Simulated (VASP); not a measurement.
Runs of VASP 6.6.1 on NaF. The structure is that of space group Fm-3m (No. 225), or close to it. The cells are those of the table. 

```tsv
task	level	potentials or basis	cell	cutoff (eV)	mended	gap on the mesh (eV)	pressure (GPa)	relaxed volume (Å³/atom)
relaxation of the atoms	r2SCAN	VASP PAW PBE potentials, release 64 (Na_pv, F)	atoms relaxed from a = 3.183 Å, angles 60.0°, 2 atoms	520	-	(d)	3.2	-
relaxation of the atoms	r2SCAN	VASP PAW PBE potentials, release 64 (Na_pv, F)	atoms relaxed from a = 3.227 Å, angles 60.0°, 2 atoms	520	-	7.44	0.3	-
single point	r2SCAN	VASP PAW PBE potentials, release 64 (Na_sv, F)	a = 3.313 Å, angles 60.0°, 2 atoms	970	yes	(c)	(a)	-
relaxation of cell and atoms	PBE	VASP PAW PBE potentials, release 64 (Na_pv, F)	relaxed from a = 3.281 Å, angles 60.0°, 2 atoms	600	-	6.09	-0.1	12.95
relaxation of cell and atoms	PBEsol	VASP PAW PBE potentials, release 64 (Na_pv, F)	relaxed from a = 3.281 Å, angles 60.0°, 2 atoms	600	-	6.18	-0.1	12.39
relaxation of cell and atoms	r2SCAN	VASP PAW PBE potentials, release 64 (Na_pv, F)	relaxed from a = 3.281 Å, angles 60.0°, 2 atoms	600	-	7.41	0.0	11.95
relaxation of cell and atoms	LDA	VASP PAW LDA potentials, release 64 (Na_pv, F)	relaxed from a = 3.281 Å, angles 60.0°, 2 atoms	600	-	6.46	-0.1	(b)
relaxation of the atoms	r2SCAN	VASP PAW PBE potentials, release 64 (Na_pv, F)	atoms relaxed from a = 3.205 Å, angles 60.0°, 2 atoms	520	-	7.56	1.7	-
```

Alike in all rows: no spin polarisation; k mesh 10 × 10 × 10; smearing fermi-dirac 0.02 eV.

Task: Fill in the values left out.

Result: (a) -3.3; (b) 11.38; (c) 6.95; (d) 7.69.

Caveats: the PAW data sets were made with another functional, which shifts forces and pressure a little (at least some runs); the relaxation stopped at its first step, so nothing moved (at least some runs); the cell stands under tension (at least some runs).

A k mesh can miss the band edges.

The runs don't all hold the same shells in valence.
